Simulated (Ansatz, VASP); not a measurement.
**Y3CoNi in VASP and in Ansatz**

File INCAR:

```
PREC     = Accurate       # precision mode
ENCUT    = 520            # plane-wave cutoff, eV
EDIFF    = 1E-7           # SCF threshold, eV
ISMEAR   = -1             # smearing method
SIGMA    = 0.0196         # smearing width, eV
LREAL    = False          # projectors in reciprocal space
LASPH    = True           # aspherical terms in the spheres
NELM     = 80             # most SCF steps
ALGO     = Normal         # electronic algorithm
ISIF     = 2              # what is computed and relaxed
LWAVE    = False          # write WAVECAR
LCHARG   = True           # write CHGCAR
GGA      = PE             # functional
LELF     = True           # ELF
LVHAR    = True         
NBANDS   = 63             # bands
```

KPOINTS

```
Automatic mesh
0
Gamma
  5 5 2
```

The input POSCAR:

```
Y3CoNi
1.0
    0.0000000000      3.7109720000      0.0000000000
    6.5261820000     -1.8554860000      0.0000000000
    3.0343070000      0.0000000000     -8.7729660000
Y Ni Co
6 2 2
Direct
    0.3669100000      0.7338200000      0.9991300000
    0.6330900000      0.2661800000      0.0008700000
    0.3617900000      0.7235800000      0.3739700000
    0.6382100000      0.2764200000      0.6260300000
    0.1037300000      0.2074600000      0.3227000000
    0.8962700000      0.7925400000      0.6773000000
    0.0354000000      0.0708000000      0.8575000000
    0.9646000000      0.9292000000      0.1425000000
    0.2378000000      0.4756000000      0.7629000000
    0.7622000000      0.5244000000      0.2371000000
```

Input for Ansatz:

```yaml
crystal:
  lattice:
    - [0.0, 3.710972, 0.0]
    - [6.526182, -1.855486, 0.0]
    - [3.034307, 0.0, -8.772966]
  atoms:
    - { symbol: "Y", position: [0.36691, 0.73382, 0.99913] }
    - { symbol: "Y", position: [0.63309, 0.26618, 0.00087] }
    - { symbol: "Y", position: [0.36179, 0.72358, 0.37397] }
    - { symbol: "Y", position: [0.63821, 0.27642, 0.62603] }
    - { symbol: "Y", position: [0.10373, 0.20746, 0.3227] }
    - { symbol: "Y", position: [0.89627, 0.79254, 0.6773] }
    - { symbol: Ni, position: [0.0354, 0.0708, 0.8575] }
    - { symbol: Ni, position: [0.9646, 0.9292, 0.1425] }
    - { symbol: Co, position: [0.2378, 0.4756, 0.7629] }
    - { symbol: Co, position: [0.7622, 0.5244, 0.2371] }
  symmetry: { tolerance: 0.0003 }
kpoints:
  mp_grid: { grid: [5, 5, 2], shift: [0, 0, 0] }
magnetization:
  spin_polarized: false
scf:
  occupations: { method: fermi_dirac, width: 0.0196 }
  eigensolver: { kind: davidson }
hamiltonian:
  pseudopotentials: { kind: paw }
  xc: pbe
basis:
  ecutwfc: 420
  xc_grid: 1
  ecutrho_ratio: 6
  precision: f64
output:
  forces: true
  stress: true
  eigenvalues: true
```

Alike in both runs: task single point; functional PBE; k mesh 5 × 5 × 2; occupations fermi-dirac, width 0.0196 eV; no spin polarisation.

|  | VASP | Ansatz |
| --- | --- | --- |
| version | VASP 6.6.1 | Ansatz 0.2.0 |
| potentials or method | VASP PAW PBE potentials, release 64 (Y_sv, Ni, Co), cutoff 520 eV | PAW plane waves |
| valence electrons in the cell | 104 | 136 |

|  | VASP | Ansatz | Ansatz less VASP |
| --- | --- | --- | --- |
| gap on the k mesh at the Fermi level (eV) | none | none | - |
| pressure (GPa) | 3.8 | 4.0 | +0.19 |
| traceless stress, the component that is largest in VASP (GPa) | -0.27 | -0.24 | +0.026 |
| rms of the force components (eV/Å) | 0.126 | 0.125 | -0.0013 |

Atom by atom the forces differ by 0.006 eV/Å (rms over components). A gap of «none» marks a metal or a gap that the smearing closes. The functional is the same, so the differences come from potentials, cutoffs and numerics. VASP's potentials hold 104 valence electrons a cell and Ansatz's 136, so a difference there can come from the potentials and not from the codes.
